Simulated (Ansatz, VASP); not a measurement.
# TiO2 in VASP and in Ansatz

Contents of INCAR:

```
SYSTEM = TiO2
  PREC = Accurate
  ENCUT = 520
  EDIFF = 1E-6
  ISMEAR = 0
  SIGMA = 0.05
  LREAL = .False.
  LASPH = .True.
  NELM = 150
  ALGO = Normal
  ISIF = 2
  LWAVE = .False.
  LCHARG = .False.
  LMAXMIX = 4
  LDAU = .True.
  LDAUTYPE = 2
  LDAUL = 2 -1
  LDAUU = 4 0
  LDAUJ = 0 0
  LDAUPRINT = 1
  GGA = PE
  NBANDS = 33
```

KPOINTS

```
Automatic mesh
0
Gamma
  6 6 6
  0 0 0
```

Contents of POSCAR:

```
TiO2
1.0
    2.6553285366     -2.6554023247     -0.0198141649
    2.6553285366      2.6554023247     -0.0198141649
   -2.6193061034      0.0000000000      4.8299503602
Ti O
2 4
Direct
    0.1250069486      0.8749930514      0.2500000000
    0.8749930514      0.1250069486      0.7500000000
    0.3179523568      0.0679756321      0.6359144355
    0.6820476432      0.9320243679      0.3640855645
    0.9320243679      0.6820476432      0.8640855645
    0.0679756321      0.3179523568      0.1359144355
```

Input for Ansatz:

```yaml
crystal:
  lattice:
    - [2.6553285366, -2.6554023247, -0.0198141649]
    - [2.6553285366, 2.6554023247, -0.0198141649]
    - [-2.6193061034, 0.0, 4.8299503602]
  atoms:
    - { symbol: Ti, position: [0.1250069486, 0.8749930514, 0.25] }
    - { symbol: Ti, position: [0.8749930514, 0.1250069486, 0.75] }
    - { symbol: O, position: [0.3179523568, 0.0679756321, 0.6359144355] }
    - { symbol: O, position: [0.6820476432, 0.9320243679, 0.3640855645] }
    - { symbol: O, position: [0.9320243679, 0.6820476432, 0.8640855645] }
    - { symbol: O, position: [0.0679756321, 0.3179523568, 0.1359144355] }
basis:
  ecutwfc: 520.0
kpoints:
  mp_grid: { grid: [6, 6, 6] }
hamiltonian:
  xc: pbe
  pseudopotentials: { kind: paw, azcp: { folder: soft_1 } }
  hubbard: { sites: [{ species: Ti, l: d, u_eff: 4.0 }] }
scf:
  occupations: { method: gaussian, width: 0.05 }
output:
  forces: true
  stress: true
  eigenvalues: true
```

Alike in both runs: task single point; functional PBE; k mesh 6 × 6 × 6; occupations gaussian, width 0.05 eV; no spin polarisation; Hubbard terms Ti d U = 4.0 eV.

```csv
,VASP,Ansatz
version,VASP 6.6.1,Ansatz 0.2.0
potentials or method,"VASP PAW PBE potentials, release 64 (Ti_sv, O), cutoff 520 eV","scalar-relativistic, plane waves, PAW"
valence electrons in the cell,48,48
```

Ansatz gave:

- gap on the k mesh at the Fermi level (eV): 2.91
- least direct gap on the mesh (eV): 3.14
- pressure (GPa): 21.2
- traceless stress, the component that is largest in VASP (GPa): 20.48
- rms of the force components (eV/Å): 1.432

Estimate VASP's values.

gap on the k mesh at the Fermi level (eV): 2.90; least direct gap on the mesh (eV): 3.14; pressure (GPa): 26.4; traceless stress, the component that is largest in VASP (GPa): 21.53; rms of the force components (eV/Å): 1.559.

The programs project onto different local orbitals, so the same U acts differently, and such runs can settle in different states. Atom by atom the forces differ by 0.127 eV/Å (rms over components).
